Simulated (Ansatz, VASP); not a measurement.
# Two plane-wave programs on BP

```
CELL_PARAMETERS angstrom
0.00000 2.26832 2.22295
2.26832 0.00000 2.22295
2.26832 2.26832 0.00000
ATOMIC_POSITIONS crystal
B 0.00000 0.00000 0.00000
P 0.25000 0.25000 0.25000
```

Change from the starting cell: uniaxial_z strain -2.0%.

Alike in both runs: task single point; functional r2SCAN; k mesh 10 × 10 × 10; no spin polarisation.

|  | VASP | Ansatz |
| --- | --- | --- |
| version | VASP 6.6.1 | Ansatz 0.2.0 |
| potentials or method | VASP PAW PBE potentials, release 64 (B, P) | plane waves, PAW |
| plane-wave cutoff (eV) | 520 | 500 |
| occupations | gaussian, width 0.01 eV | fixed |
| valence electrons in the cell | 8 | 8 |

Ansatz gave:

```
gap on the k mesh at the Fermi level (eV)                     : 1.07
pressure (GPa)                                                : 3.5
traceless stress, the component that is largest in VASP (GPa) : 3.84
```

Problem. Estimate VASP's values.

Solution. gap on the k mesh at the Fermi level (eV): 1.10; pressure (GPa): 3.0; traceless stress, the component that is largest in VASP (GPa): 3.86.

VASP's potentials were made for PBE, not for r2SCAN.
